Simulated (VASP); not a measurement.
# RbBr (P4/mmm) in VASP: further runs

The runs below take RbBr through single point, with PBE.

Program: VASP 6.6.1. These are calculated values, not measurements. Logs are shortened: lines on timing, memory, paths and dates and some standing lists are left out, and cuts for length are marked.

## 1. The cell of the first run

It takes space group P4/mmm (No. 123, tetragonal). The conventional cell has a = 3.961 Å, b = 3.961 Å, c = 4.456 Å, α = 90.00°, β = 90.00°, γ = 90.00°. Within 4.7 Å of Rb (site symmetry 4/mmm) lie 8 Br at 3.58 Å and 6 Rb at 3.96 to 4.46 Å. Br (site symmetry 4/mmm) has 8 Rb at 3.58 Å and 6 Br at 3.96 to 4.46 Å within 4.7 Å.

## 2. Single point, PBE (strain -0.040 along x and y, +0.080 along z)

Contents of INCAR:

```
ALGO = Normal
EDIFF = 1E-6
ENCUT = 520
GGA = PE
ISIF = 2
ISMEAR = 0
LASPH = True
LCHARG = False
LREAL = False
LWAVE = False
NBANDS = 15
NELM = 60
PREC = Accurate
SIGMA = 0.05
```

Contents of KPOINTS:

```
k-points
0
Gamma
  6 6 6
```

Contents of POSCAR:

```
RbBr
1.0
    3.9610342080      0.0000000000      0.0000000000
    0.0000000000      3.9610342080      0.0000000000
    0.0000000000      0.0000000000      4.4561634840
Rb Br
1 1
Direct
    0.0000000000      0.0000000000      0.0000000000
    0.5000000000      0.5000000000      0.5000000000
```

Potentials or basis: VASP PAW PBE potentials, release 64 (Rb_sv, Br).

Run with:

```bash
$ cat potpaw_PBE.64/Rb_sv/POTCAR potpaw_PBE.64/Br/POTCAR > POTCAR
$ mpirun -np 1 vasp_std > vasp.out
```

OUTCAR:

```text
EDIFF = 1E-6
   ENCUT = 520
   GGA = PE
   ISIF = 2
   ISMEAR = 0
   LASPH = True
   LREAL = False
   NELM = 60
   PREC = Accurate

 ion  position               nearest neighbor table
   1  0.000  0.000  0.000-   2 3.58   2 3.58   2 3.58   2 3.58   2 3.58   2 3.58   2 3.58   2 3.58

   2  0.500  0.500  0.500-   1 3.58   1 3.58   1 3.58   1 3.58   1 3.58   1 3.58   1 3.58   1 3.58

  LATTYP: Found a simple tetragonal cell.
 ALAT       =     3.9610342080
 C/A-ratio  =     1.1250000000

  Lattice vectors:

 A1 = (   3.9610342080,   0.0000000000,   0.0000000000)
 A2 = (   0.0000000000,   3.9610342080,   0.0000000000)
 A3 = (   0.0000000000,   0.0000000000,   4.4561634840)

Analysis of symmetry for initial positions (statically):
=====================================================================
 Subroutine PRICEL returns:
 Original cell was already a primitive cell.

 Routine SETGRP: Setting up the symmetry group for a
 simple tetragonal supercell.

 Subroutine GETGRP returns: Found 16 space group operations
 (whereof 16 operations were pure point group operations)
 out of a pool of 16 trial point group operations.

The static configuration has the point symmetry D_4h.

Analysis of symmetry for dynamics (positions and initial velocities):
=====================================================================
 Subroutine PRICEL returns:
 Original cell was already a primitive cell.

 Routine SETGRP: Setting up the symmetry group for a
 simple tetragonal supercell.

 Subroutine GETGRP returns: Found 16 space group operations
 (whereof 16 operations were pure point group operations)
 out of a pool of 16 trial point group operations.

The dynamic configuration has the point symmetry D_4h.

 Subroutine INISYM returns: Found 16 space group operations
 (whereof 16 operations are pure point group operations),
 and found     1 'primitive' translations

----------------------------------------------------------------------------------------

                                     Primitive cell

  volume of cell :      69.9163

  direct lattice vectors                    reciprocal lattice vectors
     3.961034208  0.000000000  0.000000000     0.252459319  0.000000000  0.000000000
     0.000000000  3.961034208  0.000000000     0.000000000  0.252459319  0.000000000
     0.000000000  0.000000000  4.456163484     0.000000000  0.000000000  0.224408284

  length of vectors
     3.961034208  3.961034208  4.456163484     0.252459319  0.252459319  0.224408284

  position of ions in fractional coordinates (direct lattice)
     0.000000000  0.000000000  0.000000000
     0.500000000  0.500000000  0.500000000

  ion indices of the primitive-cell ions
   primitive index   ion index
                 1           1
                 2           2

----------------------------------------------------------------------------------------

 KPOINTS: k-points

Automatic generation of k-mesh.
 Grid dimensions read from file:
 generate k-points for:    6    6    6

 Generating k-lattice:

  Cartesian coordinates                     Fractional coordinates (reciprocal lattice)
     0.042076553  0.000000000  0.000000000     0.166666667  0.000000000  0.000000000
     0.000000000  0.042076553  0.000000000     0.000000000  0.166666667  0.000000000
     0.000000000  0.000000000  0.037401381     0.000000000  0.000000000  0.166666667

  Length of vectors
     0.042076553  0.042076553  0.037401381

  Shift w.r.t. Gamma in fractional coordinates (k-lattice)
     0.000000000  0.000000000  0.000000000

 Subroutine IBZKPT returns following result:
 ===========================================

 Found     40 irreducible k-points:

 Following reciprocal coordinates:
            Coordinates               Weight
  0.000000  0.000000  0.000000      1.000000
  0.166667  0.000000  0.000000      4.000000
  0.333333  0.000000  0.000000      4.000000
  0.500000  0.000000  0.000000      2.000000
  0.166667  0.166667  0.000000      4.000000
  0.333333  0.166667  0.000000      8.000000
[... 16 lines left out ...]
  0.333333  0.000000  0.333333      8.000000
  0.500000  0.000000  0.333333      4.000000
 [... further k-points ...]
   k-points           NKPTS =     40   k-points in BZ     NKDIM =     40   number of bands    NBANDS=     15
   number of dos      NEDOS =    301   number of ions     NIONS =      2
   total plane-waves  NPLWV =  32400
   dimension x,y,z NGX =    30 NGY =   30 NGZ =   36
   dimension x,y,z NGXF=    60 NGYF=   60 NGZF=   72
   ions per type =               1   1
   NGX,Y,Z   is equivalent  to a cutoff of  12.59, 12.59, 13.43 a.u.
   NGXF,Y,Z  is equivalent  to a cutoff of  25.18, 25.18, 26.86 a.u.
 SYSTEM =  unknown system
   PREC   = accura    normal or accurate (medium, high low for compatibility)
   ISTART =      0    job   : 0-new  1-cont  2-samecut
   ICHARG =      2    charge: 1-file 2-atom 10-const
   ISPIN  =      1    spin polarized calculation?
   LNONCOLLINEAR =      F non collinear calculations
   LSORBIT =      F    spin-orbit coupling
   LASPH  =      T    aspherical Exc in radial PAW
   ENCUT  =  520.0 eV  38.22 Ry    6.18 a.u.   7.36  7.36  8.29*2*pi/ulx,y,z
   NELM   =     60;   NELMIN=  2; NELMDL= -5     # of ELM steps
   EDIFF  = 0.1E-05   stopping-criterion for ELM
   LREAL  =      F    real-space projection
   EDIFFG = 0.1E-04   stopping-criterion for IOM
   NSW    =      0    number of steps for IOM
   IBRION =     -1    ionic relax: 0-MD 1-quasi-New 2-CG
   NFREE  =      0    steps in history (QN), initial steepest desc. (CG)
   ISIF   =      2    stress and relaxation
   ISYM   =      2    0-nonsym 1-usesym 2-fastsym
   POTIM  = 0.5000    time-step for ionic-motion
   TEBEG  =    0.0;   TEEND  =   0.0 temperature during run
   PSTRESS=    0.0 pullay stress
   NELECT =      16.0000    total number of electrons
   NUPDOWN=      -1.0000    fix difference up-down
   EMIN   =  10.00;   EMAX   =-10.00  energy-range for DOS
   EFERMI =   0.00;   METHOD = LEGACY
   ISMEAR =     0;   SIGMA  =   0.05  broadening in eV -4-tet -1-fermi 0-gaus
   EFERMI_NEDOS =   21; number of points for ismear=-14 and -15
   IALGO  =     38    algorithm
   IMIX   =      4    mixing-type and parameters
     AMIX     =   0.40;   BMIX     =  1.00
     AMIX_MAG =   1.60;   BMIX_MAG =  1.00
  volume/ion in A,a.u.               =      34.96       235.91
  Fermi-wavevector in a.u.,A,eV,Ry     =   1.001357  1.892289 13.642764  1.002715
  Thomas-Fermi vector in A             =   2.133773
   LORBIT       =      0    0 simple, 1 ext, 2 COOP (PROOUT), +10 PAW based schemes
   GGA     = PE    functional components
   LHFCALC =     F    Hartree Fock is set to
   AEXX    =    0.0000 exact exchange contribution
   IVDW    =     0    specifies the selected vdW correction
   LEPSILON=     F    determine dielectric tensor
   LRPA    =     F    only Hartree local field effects (RPA)
 non-spin polarized calculation
 Gauss-broadening in eV      SIGMA  =   0.05
  energy-cutoff  :      520.00
  volume of cell :       69.92
 maximum number of plane-waves:      1905
 NGX is ok and might be reduce to    30
   NGX = 15   NGY = 15   NGZ = 17

 number of electron      15.9999999 magnetization

 Free energy of the ion-electron system (eV)
  ---------------------------------------------------
  ext. energy  EPLUGINS =         0.00000000
  ---------------------------------------------------
  free energy    TOTEN  =        -5.93353090 eV

  energy without entropy =       -5.93353090  energy(sigma->0) =       -5.93353090

 E-fermi :  -0.1724     XC(G=0):  -7.9503

 val. band max:       -0.3897273172   @ k =   0.5000   0.0000   0.5000
 cond. band min:       3.3231836828   @ k =   0.0000   0.0000   0.0000
 fundamental gap:      3.7129110000
 Fermi energy:        -0.1723954328

 k-point     1 :       0.0000    0.0000    0.0000
  band No.  band energies     occupation
      1     -25.8069      2.00000
      2     -13.2303      2.00000
      3      -9.8248      2.00000
      4      -9.7458      2.00000
      5      -9.7458      2.00000
      6      -1.1023      2.00000
      7      -0.5435      2.00000
      8      -0.5435      2.00000
      9       3.3232      0.00000
     10       4.8748      0.00000
     11       5.1278      0.00000
     12       9.0494      0.00000
     13       9.0494      0.00000
     14       9.9328      0.00000
     15      11.3192      0.00000

 k-point     2 :       0.1667    0.0000    0.0000
  band No.  band energies     occupation
      1     -25.7989      2.00000
      2     -13.2167      2.00000
      3      -9.8212      2.00000
      4      -9.8060      2.00000
      5      -9.7320      2.00000
      6      -1.1306      2.00000
      7      -1.1256      2.00000
      8      -0.5392      2.00000
      9       3.9384      0.00000
     10       5.2211      0.00000
     11       5.7655      0.00000
     12       8.8265      0.00000
     13       9.2277      0.00000
     14       9.5725      0.00000
     15      10.8818      0.00000

 k-point     3 :       0.3333    0.0000    0.0000
  band No.  band energies     occupation
      1     -25.7830      2.00000
      2     -13.1925      2.00000
      3      -9.9566      2.00000
      4      -9.7680      2.00000
      5      -9.7042      2.00000
      6      -2.0036      2.00000
      7      -1.1761      2.00000
      8      -0.5327      2.00000
      9       5.1674      0.00000
     10       5.9858      0.00000
     11       7.0227      0.00000
     12       8.6735      0.00000
     13       9.1205      0.00000
     14       9.2013      0.00000
     15       9.6796      0.00000
[... 343 lines left out ...]
 k-point    23 :       0.3333    0.0000    0.3333
  band No.  band energies     occupation
      1     -25.7772      2.00000
      2     -13.1316      2.00000
      3     -10.0687      2.00000
      4      -9.8589      2.00000
      5      -9.6917      2.00000
      6      -1.7805      2.00000
      7      -1.5116      2.00000
      8      -0.4768      2.00000
      9       5.1068      0.00000
     10       6.1237      0.00000
     11       7.9107      0.00000
     12       8.0100      0.00000
     13       8.7013      0.00000
     14       8.7047      0.00000
     15      10.0822      0.00000

 k-point    24 :       0.5000    0.0000    0.3333
  band No.  band energies     occupation
      1     -25.7694      2.00000
      2     -13.0829      2.00000
      3     -10.1595      2.00000
      4      -9.9022      2.00000
      5      -9.6796      2.00000
      6      -1.9449      2.00000
      7      -1.4724      2.00000
      8      -0.4262      2.00000
      9       4.9258      0.00000
     10       6.0421      0.00000
     11       7.8144      0.00000
     12       8.2119      0.00000
     13       8.5904      0.00000
     14       9.0493      0.00000
     15      10.9354      0.00000

 [... further k-points ...]

------------------------ aborting loop because EDIFF is reached ----------------------------------------

  FORCE on cell =-STRESS in cart. coord.  units (eV):
  Direction    XX          YY          ZZ          XY          YZ          ZX
  --------------------------------------------------------------------------------------
  -------------------------------------------------------------------------------------
  Total        0.9168619      0.9168619     -0.6348148      0.0000000      0.0000000      0.0000000
  in kB       21.0104902     21.0104902    -14.5471964      0.0000000      0.0000000      0.0000000
  external PRESSURE =       9.1579280 kB  Pullay stress =       0.0000000 kB

 VOLUME and BASIS-vectors are now :
 -----------------------------------------------------------------------------
  energy-cutoff  :      520.00
  volume of cell :       69.92
      direct lattice vectors                 reciprocal lattice vectors
     3.961034208  0.000000000  0.000000000     0.252459319  0.000000000  0.000000000
     0.000000000  3.961034208  0.000000000     0.000000000  0.252459319  0.000000000
     0.000000000  0.000000000  4.456163484     0.000000000  0.000000000  0.224408284

 POSITION                                       TOTAL-FORCE (eV/Angst)
 -----------------------------------------------------------------------------------
      0.00000      0.00000      0.00000         0.000000      0.000000      0.000000
      1.98052      1.98052      2.22808         0.000000      0.000000      0.000000
 -----------------------------------------------------------------------------------
    total drift:                                0.000000     -0.000000     -0.000000

  FREE ENERGIE OF THE ION-ELECTRON SYSTEM (eV)
  ---------------------------------------------------
  free  energy   TOTEN  =        -5.9335309017 eV

  energy  without entropy=       -5.9335309017  energy(sigma->0) =       -5.93353090
```

Run time: 16 s. Hardware: 1 thread of AMD EPYC 9R45 (Zen 5), shared host; peak memory 0.17 GiB.

What came out:

* Free energy: -5.9335 eV
* Pressure: 0.9 GPa
* Band gap on the k mesh: 3.71 eV, indirect (least direct gap 3.87 eV)

Levels at points of the mesh, in eV from the valence-band top:
| k point | band 5 | band 6 | band 7 | band 8 | band 9 | band 10 | band 11 | band 12 |
| --- | --- | --- | --- | --- | --- | --- | --- | --- |
| (0.00, 0.00, 0.00) | -9.36 | -0.71 | -0.15 | -0.15 | 3.71 | 5.26 | 5.52 | 9.44 |
| (0.50, 0.00, 0.00) | -9.30 | -1.97 | -0.81 | -0.14 | 6.52 | 6.83 | 7.85 | 8.59 |
| (0.50, 0.50, 0.00) | -9.31 | -1.30 | -1.30 | -0.49 | 5.29 | 5.39 | 7.04 | 7.04 |
| (0.00, 0.00, 0.50) | -9.33 | -1.94 | -0.26 | -0.26 | 6.42 | 6.78 | 6.84 | 8.67 |
| (0.50, 0.00, 0.50) | -9.29 | -1.41 | -1.16 | 0.00 | 4.95 | 6.23 | 7.92 | 8.32 |
| (0.50, 0.50, 0.50) | -9.46 | -1.60 | -1.60 | -1.45 | 7.74 | 8.16 | 8.16 | 8.25 |

Caveat: the cell differs from its parent crystal (strain -0.040 along x and y, +0.080 along z).

## 3. Single point, PBE (strain +0.040 along x and y, -0.080 along z)

Contents of INCAR:

```
ALGO     = Normal         # electronic algorithm
EDIFF    = 1E-7           # SCF threshold, eV
ENCUT    = 520            # plane-wave cutoff, eV
GGA      = PE             # functional
ISIF     = 2              # what is computed and relaxed
ISMEAR   = 0              # smearing method
LASPH    = True           # aspherical terms in the spheres
LCHARG   = False          # write CHGCAR
LREAL    = False          # projectors in reciprocal space
LWAVE    = False          # write WAVECAR
NBANDS   = 15             # bands
NELM     = 80             # most SCF steps
PREC     = Accurate       # precision mode
SIGMA    = 0.05           # smearing width, eV
```

KPOINTS is that of step 2.

Contents of POSCAR:

```
RbBr
1.0
    4.2911203920      0.0000000000      0.0000000000
    0.0000000000      4.2911203920      0.0000000000
    0.0000000000      0.0000000000      3.7959911160
Rb Br
1 1
Direct
    0.0000000000      0.0000000000      0.0000000000
    0.5000000000      0.5000000000      0.5000000000
```

Potentials or basis: VASP PAW PBE potentials, release 64 (Rb_sv, Br).

Run with:

```bash
$ cat potpaw_PBE.64/Rb_sv/POTCAR potpaw_PBE.64/Br/POTCAR > POTCAR
$ mpirun -np 1 vasp_std > vasp.out
```

Run time: 15 s. Hardware: 1 thread of AMD EPYC 9R45 (Zen 5), shared host; peak memory 0.16 GiB.

Results (log left out):

```yaml
Free_energy: -5.9259 eV
Pressure: 1.0 GPa
Band_gap_on_the_k_mesh: 3.53 eV, indirect (least direct gap 3.64 eV)
```

Stress tensor (GPa, compression positive):
```
-0.34  0.00  0.00
 0.00 -0.34  0.00
 0.00  0.00  3.58
```

Levels at points of the mesh, in eV from the valence-band top:
```
           k point  band 4  band 5  band 6  band 7  band 8  band 9  band 10  band 11  band 12  band 13
(0.00, 0.00, 0.00)   -9.65   -9.52   -0.79   -0.79   -0.11    3.53     4.86     5.42     8.75     9.90
(0.50, 0.00, 0.00)   -9.61   -9.49   -2.17   -0.95   -0.15    6.08     6.51     7.12     8.52     9.56
(0.50, 0.50, 0.00)   -9.89   -9.47   -1.50   -1.50    0.00    4.64     6.34     8.38     8.38    10.08
(0.00, 0.00, 0.50)   -9.56   -9.56   -2.24   -0.78   -0.78    6.62     6.79     7.54     8.17     8.68
(0.50, 0.00, 0.50)   -9.81   -9.54   -1.69   -1.36   -0.57    4.96     5.43     6.91     7.33    10.35
(0.50, 0.50, 0.50)   -9.75   -9.75   -1.94   -1.69   -1.69    7.61     7.61     8.17     8.37     8.37
```

Caveat: the cell differs from its parent crystal (strain +0.040 along x and y, -0.080 along z).

(Continued in part 2 of 2.)
